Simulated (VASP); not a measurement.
# Cu (I4/mmm) in VASP: further runs

The runs below take Cu through single point, with PBEsol.

Program: VASP 6.6.1. These are calculated values, not measurements. Logs are shortened: lines on timing, memory, paths and dates and some standing lists are left out, and cuts for length are marked.

## 1. The cell of the first run

The structure is tetragonal, space group I4/mmm (No. 139). The conventional cell has a = 2.806 Å, b = 2.806 Å, c = 2.677 Å, α = 90.00°, β = 90.00°, γ = 90.00°. Cu (site symmetry 4/mmm) has 14 Cu at 2.39 to 2.81 Å within 3.2 Å.

## 2. Single point, PBEsol

Input file INCAR:

```
PREC     = Accurate       # precision mode
ENCUT    = 520            # plane-wave cutoff, eV
EDIFF    = 1E-6           # SCF threshold, eV
ISMEAR   = -1             # smearing method
SIGMA    = 0.05           # smearing width, eV
LREAL    = F              # projectors in reciprocal space
LASPH    = T              # aspherical terms in the spheres
NELM     = 60             # most SCF steps
ALGO     = Normal         # electronic algorithm
ISIF     = 2              # what is computed and relaxed
LWAVE    = F              # write WAVECAR
LCHARG   = F              # write CHGCAR
GGA      = PS             # functional
NBANDS   = 12             # bands
```

Input file KPOINTS:

```
regular mesh
0
Gamma
  14 14 14
```

Input file POSCAR:

```
Cu
1.0
   -1.4032443503      1.4032443503      1.3383610046
    1.4032443503     -1.4032443503      1.3383610046
    1.4032443503      1.4032443503     -1.3383610046
Cu
1
Direct
    0.0000000000      0.0000000000      0.0000000000
```

Potentials or basis: VASP PAW PBE potentials, release 64 (Cu).

Started as:

```
$ cat potpaw_PBE.64/Cu/POTCAR > POTCAR
$ mpirun -np 1 vasp_std > vasp.out
```

OUTCAR:

```text
PREC = Accurate
   ENCUT = 520
   EDIFF = 1E-6
   ISMEAR = -1
   LREAL = F
   LASPH = T
   NELM = 60
   ISIF = 2
   GGA = PS

 ion  position               nearest neighbor table
   1  0.000  0.000  0.000-

  LATTYP: Found a body centered tetragonal cell.
 ALAT       =     2.8064887006
 C/A-ratio  =     0.9537619049

  Lattice vectors:

 A1 = (  -1.4032443503,   1.4032443503,   1.3383610046)
 A2 = (   1.4032443503,  -1.4032443503,   1.3383610046)
 A3 = (   1.4032443503,   1.4032443503,  -1.3383610046)

Analysis of symmetry for initial positions (statically):
=====================================================================
 Subroutine PRICEL returns:
 Original cell was already a primitive cell.

 Routine SETGRP: Setting up the symmetry group for a
 body centered tetragonal supercell.

 Subroutine GETGRP returns: Found 16 space group operations
 (whereof 16 operations were pure point group operations)
 out of a pool of 16 trial point group operations.

The static configuration has the point symmetry D_4h.

Analysis of symmetry for dynamics (positions and initial velocities):
=====================================================================
 Subroutine PRICEL returns:
 Original cell was already a primitive cell.

 Routine SETGRP: Setting up the symmetry group for a
 body centered tetragonal supercell.

 Subroutine GETGRP returns: Found 16 space group operations
 (whereof 16 operations were pure point group operations)
 out of a pool of 16 trial point group operations.

The dynamic configuration has the point symmetry D_4h.

 Subroutine INISYM returns: Found 16 space group operations
 (whereof 16 operations are pure point group operations),
 and found     1 'primitive' translations

----------------------------------------------------------------------------------------

                                     Primitive cell

  volume of cell :      10.5414

  direct lattice vectors                    reciprocal lattice vectors
    -1.403244350  1.403244350  1.338361005     0.000000000  0.356317130  0.373591279
     1.403244350 -1.403244350  1.338361005     0.356317130  0.000000000  0.373591279
     1.403244350  1.403244350 -1.338361005     0.356317130  0.356317130  0.000000000

  length of vectors
     2.393616425  2.393616425  2.393616425     0.516267703  0.516267703  0.503908518

[... 77 lines left out ...]
   NELM   =     60;   NELMIN=  2; NELMDL= -5     # of ELM steps
   EDIFF  = 0.1E-05   stopping-criterion for ELM
   LREAL  =      F    real-space projection
   EDIFFG = 0.1E-04   stopping-criterion for IOM
   NSW    =      0    number of steps for IOM
   IBRION =     -1    ionic relax: 0-MD 1-quasi-New 2-CG
   NFREE  =      0    steps in history (QN), initial steepest desc. (CG)
   ISIF   =      2    stress and relaxation
   ISYM   =      2    0-nonsym 1-usesym 2-fastsym
   POTIM  = 0.5000    time-step for ionic-motion
   TEBEG  =    0.0;   TEEND  =   0.0 temperature during run
   PSTRESS=    0.0 pullay stress
   NELECT =      11.0000    total number of electrons
   NUPDOWN=      -1.0000    fix difference up-down
   EMIN   =  10.00;   EMAX   =-10.00  energy-range for DOS
   EFERMI =   0.00;   METHOD = LEGACY
   ISMEAR =    -1;   SIGMA  =   0.05  broadening in eV -4-tet -1-fermi 0-gaus
   EFERMI_NEDOS =   21; number of points for ismear=-14 and -15
   IALGO  =     38    algorithm
   IMIX   =      4    mixing-type and parameters
     AMIX     =   0.40;   BMIX     =  1.00
     AMIX_MAG =   1.60;   BMIX_MAG =  1.00
  volume/ion in A,a.u.               =      10.54        71.14
  Fermi-wavevector in a.u.,A,eV,Ry     =   1.660501  3.137892 37.514842  2.757263
  Thomas-Fermi vector in A             =   2.747726
   LORBIT       =      0    0 simple, 1 ext, 2 COOP (PROOUT), +10 PAW based schemes
   GGA     = PS    functional components
   LHFCALC =     F    Hartree Fock is set to
   AEXX    =    0.0000 exact exchange contribution
   IVDW    =     0    specifies the selected vdW correction
   LEPSILON=     F    determine dielectric tensor
   LRPA    =     F    only Hartree local field effects (RPA)
 non-spin polarized calculation
  energy-cutoff  :      520.00
  volume of cell :       10.54
 maximum number of plane-waves:       301
 NGX is ok and might be reduce to    18
   NGX =  9   NGY =  9   NGZ =  9

 number of electron      11.0000003 magnetization

 Free energy of the ion-electron system (eV)
  ---------------------------------------------------
  ext. energy  EPLUGINS =         0.00000000
  ---------------------------------------------------
  free energy    TOTEN  =        -4.22623492 eV

  energy without entropy =       -4.22223995  energy(sigma->0) =       -4.22423744

 E-fermi :   8.9274     XC(G=0): -13.5878

 val. band max:        8.9235989653   @ k =   0.5000   0.3571   0.0000
 cond. band min:       8.9450910935   @ k =   0.5000   0.2143   0.1429
 fundamental gap:      0.0214921282
 Fermi energy:         8.9274143515

 k-point     1 :       0.0000    0.0000    0.0000
  band No.  band energies     occupation
      1      -1.3954      2.00000
      2       5.2531      2.00000
      3       5.4744      2.00000
      4       5.4744      2.00000
      5       6.4667      2.00000
      6       6.7080      2.00000
      7      34.5651      0.00000
      8      34.5651      0.00000
      9      35.8448      0.00000
     10      39.1434      0.00000
     11      39.7668      0.00000
     12      39.7685      0.00000
[... 331 lines left out ...]
 k-point    24 :       0.2857    0.1429    0.0000
  band No.  band energies     occupation
      1       3.1207      2.00000
      2       4.6602      2.00000
      3       5.2800      2.00000
      4       6.4426      2.00000
      5       6.9051      2.00000
      6       7.8957      2.00000
      7      18.6409      0.00000
      8      23.4033      0.00000
      9      27.8021      0.00000
     10      33.9685      0.00000
     11      38.5832      0.00000
     12      40.3411      0.00000

 [... further k-points ...]
[... 5 lines left out ...]
  --------------------------------------------------------------------------------------
  -------------------------------------------------------------------------------------
  Total        1.0343524      1.0343524      1.0129094      0.0000000     -0.0000000      0.0000000
  in kB      157.2096639    157.2096639    153.9505669      0.0000000     -0.0000000      0.0000000
  external PRESSURE =     156.1232982 kB  Pullay stress =       0.0000000 kB

 VOLUME and BASIS-vectors are now :
 -----------------------------------------------------------------------------
  energy-cutoff  :      520.00
  volume of cell :       10.54
      direct lattice vectors                 reciprocal lattice vectors
    -1.403244350  1.403244350  1.338361005     0.000000000  0.356317130  0.373591279
     1.403244350 -1.403244350  1.338361005     0.356317130  0.000000000  0.373591279
     1.403244350  1.403244350 -1.338361005     0.356317130  0.356317130  0.000000000

 POSITION                                       TOTAL-FORCE (eV/Angst)
 -----------------------------------------------------------------------------------
      0.00000      0.00000      0.00000         0.000000     -0.000000     -0.000000
 -----------------------------------------------------------------------------------
    total drift:                                0.000000     -0.000000     -0.000000

  FREE ENERGIE OF THE ION-ELECTRON SYSTEM (eV)
  ---------------------------------------------------
  free  energy   TOTEN  =        -4.2262349172 eV

  energy  without entropy=       -4.2222399538  energy(sigma->0) =       -4.22423744
```

stdout:

```text
POSCAR found type information on POSCAR Cu
 POSCAR found :  1 types and       1 ions
 scaLAPACK will be used
 -----------------------------------------------------------------------------
|                                                                             |
|                                                                             |
|     You enforced a specific xc type in the INCAR file but a different       |
|     I HOPE YOU KNOW WHAT YOU ARE DOING!                                     |
|                                                                             |
 -----------------------------------------------------------------------------

 LDA part: xc-table for (Slater+PW92), standard interpolation
 POSCAR, INCAR and KPOINTS ok, starting setup
 FFT: planning ... GRIDC
 FFT: planning ... GRID_SOFT
 FFT: planning ... GRID
 WAVECAR not read
 entering main loop
```

Wall time 13 s (1 thread of Intel Xeon 6975P-C, shared host); peak memory 0.14 GiB.

What came out:

- Free energy: -4.2262 eV
- Pressure: 15.6 GPa

Caveat: the PAW data sets were made with another functional, which shifts forces and pressure a little.

## 3. Single point, PBEsol

This run uses another cell than the first one, of 10.85 Å³/atom, 1.029 times its volume.

Input file INCAR:

```
SYSTEM = Cu
ALGO = Normal
EDIFF = 1E-6
ENCUT = 520
GGA = PS
ISIF = 2
ISMEAR = -1
LASPH = .True.
LCHARG = .True.
LELF = .True.
LREAL = .False.
LVHAR = .True.
LWAVE = .False.
NBANDS = 12
NELM = 100
PREC = Accurate
SIGMA = 0.05
```

Input file KPOINTS:

```
k-points
0
Gamma
  14 14 14
  0 0 0
```

Input file POSCAR:

```
Cu
1.0
   -1.4166733419      1.4166733419      1.3511690651
    1.4166733419     -1.4166733419      1.3511690651
    1.4166733419      1.4166733419     -1.3511690651
Cu
1
Direct
    0.0000000000      0.0000000000      0.0000000000
```

Potentials or basis: VASP PAW PBE potentials, release 64 (Cu).

Started as:

```
$ cat potpaw_PBE.64/Cu/POTCAR > POTCAR
$ mpirun -np 1 vasp_std > vasp.out
```

OUTCAR:

```text
SYSTEM = Cu
   EDIFF = 1E-6
   ENCUT = 520
   GGA = PS
   ISIF = 2
   ISMEAR = -1
   LASPH = .True.
   LREAL = .False.
   NELM = 100
   PREC = Accurate

 ion  position               nearest neighbor table
   1  0.000  0.000  0.000-

  LATTYP: Found a body centered tetragonal cell.
 ALAT       =     2.8333466838
 C/A-ratio  =     0.9537619048

  Lattice vectors:

 A1 = (  -1.4166733419,   1.4166733419,   1.3511690651)
 A2 = (   1.4166733419,  -1.4166733419,   1.3511690651)
 A3 = (   1.4166733419,   1.4166733419,  -1.3511690651)

Analysis of symmetry for initial positions (statically):
=====================================================================
 Subroutine PRICEL returns:
 Original cell was already a primitive cell.

 Routine SETGRP: Setting up the symmetry group for a
 body centered tetragonal supercell.

 Subroutine GETGRP returns: Found 16 space group operations
 (whereof 16 operations were pure point group operations)
 out of a pool of 16 trial point group operations.

The static configuration has the point symmetry D_4h.

Analysis of symmetry for dynamics (positions and initial velocities):
=====================================================================
 Subroutine PRICEL returns:
 Original cell was already a primitive cell.

 Routine SETGRP: Setting up the symmetry group for a
 body centered tetragonal supercell.

 Subroutine GETGRP returns: Found 16 space group operations
 (whereof 16 operations were pure point group operations)
 out of a pool of 16 trial point group operations.

The dynamic configuration has the point symmetry D_4h.

 Subroutine INISYM returns: Found 16 space group operations
 (whereof 16 operations are pure point group operations),
 and found     1 'primitive' translations

----------------------------------------------------------------------------------------

                                     Primitive cell

  volume of cell :      10.8470

[... 108 lines left out ...]
  Fermi-wavevector in a.u.,A,eV,Ry     =   1.644761  3.108147 36.806988  2.705237
  Thomas-Fermi vector in A             =   2.734672
   LORBIT       =      0    0 simple, 1 ext, 2 COOP (PROOUT), +10 PAW based schemes
   GGA     = PS    functional components
   LHFCALC =     F    Hartree Fock is set to
   AEXX    =    0.0000 exact exchange contribution
   IVDW    =     0    specifies the selected vdW correction
   LEPSILON=     F    determine dielectric tensor
   LRPA    =     F    only Hartree local field effects (RPA)
 non-spin polarized calculation
  energy-cutoff  :      520.00
  volume of cell :       10.85
 maximum number of plane-waves:       313
 NGX is ok and might be reduce to    18
   NGX =  9   NGY =  9   NGZ =  9

 number of electron      11.0000008 magnetization

 Free energy of the ion-electron system (eV)
  ---------------------------------------------------
  ext. energy  EPLUGINS =         0.00000000
  ---------------------------------------------------
  free energy    TOTEN  =        -4.25002404 eV

  energy without entropy =       -4.24588428  energy(sigma->0) =       -4.24795416

 E-fermi :   8.5241     XC(G=0): -13.4146

 val. band max:        8.5086187266   @ k =  -0.0714   0.5000   0.0714
 cond. band min:       8.5266207537   @ k =   0.5000   0.3571  -0.0000
 fundamental gap:      0.0180020271
 Fermi energy:         8.5240900922

 k-point     1 :       0.0000    0.0000    0.0000
  band No.  band energies     occupation
      1      -1.5533      2.00000
      2       4.9695      2.00000
      3       5.1814      2.00000
      4       5.1814      2.00000
      5       6.1337      2.00000
      6       6.3646      2.00000
      7      33.8944      0.00000
      8      33.8944      0.00000
      9      35.1612      0.00000
     10      38.2904      0.00000
     11      38.6768      0.00000
     12      38.6769      0.00000
[... 331 lines left out ...]
 k-point    24 :       0.2857    0.1429   -0.0000
  band No.  band energies     occupation
      1       2.8991      2.00000
      2       4.4040      2.00000
      3       5.0006      2.00000
      4       6.1104      2.00000
      5       6.5515      2.00000
      6       7.5141      2.00000
      7      18.0411      0.00000
      8      22.7424      0.00000
      9      27.0624      0.00000
     10      33.1967      0.00000
     11      37.6789      0.00000
     12      39.3831      0.00000

 [... further k-points ...]
[... 5 lines left out ...]
  --------------------------------------------------------------------------------------
  -------------------------------------------------------------------------------------
  Total        0.6381573      0.6381573      0.6100444      0.0000000      0.0000000      0.0000000
  in kB       94.2603863     94.2603863     90.1079110      0.0000000      0.0000000      0.0000000
  external PRESSURE =      92.8762279 kB  Pullay stress =       0.0000000 kB

 VOLUME and BASIS-vectors are now :
 -----------------------------------------------------------------------------
  energy-cutoff  :      520.00
  volume of cell :       10.85
      direct lattice vectors                 reciprocal lattice vectors
    -1.416673342  1.416673342  1.351169065     0.000000000  0.352939513  0.370049917
     1.416673342 -1.416673342  1.351169065     0.352939513  0.000000000  0.370049917
     1.416673342  1.416673342 -1.351169065     0.352939513  0.352939513  0.000000000

 POSITION                                       TOTAL-FORCE (eV/Angst)
 -----------------------------------------------------------------------------------
      0.00000      0.00000      0.00000         0.000000      0.000000      0.000000
 -----------------------------------------------------------------------------------
    total drift:                                0.000000      0.000000      0.000000

  FREE ENERGIE OF THE ION-ELECTRON SYSTEM (eV)
  ---------------------------------------------------
  free  energy   TOTEN  =        -4.2500240390 eV

  energy  without entropy=       -4.2458842797  energy(sigma->0) =       -4.24795416
```

It took 15 s on 1 thread of Intel Xeon 6975P-C, shared host; peak memory 0.14 GiB.

Results:

```yaml
Free_energy: -4.2500 eV
Pressure: 9.3 GPa
```

Stress tensor (GPa, compression positive):
```
9.43 0.00 0.00
0.00 9.43 0.00
0.00 0.00 9.01
```

Levels at points of the mesh, in eV from the Fermi level:
```tsv
k point	band 4	band 5	band 6	band 7	band 8	band 9
(0.00, 0.00, 0.00)	-3.34	-2.39	-2.16	25.37	25.37	26.64
(0.50, 0.00, 0.00)	-2.05	-1.43	-0.73	4.97	17.75	18.09
(0.50, 0.50, 0.00)	-2.19	-1.46	-1.12	4.43	19.02	19.58
(0.50, 0.50, 0.50)	-1.64	-1.59	7.90	7.90	9.81	13.74
```

Caveat: the PAW data sets were made with another functional, which shifts forces and pressure a little.
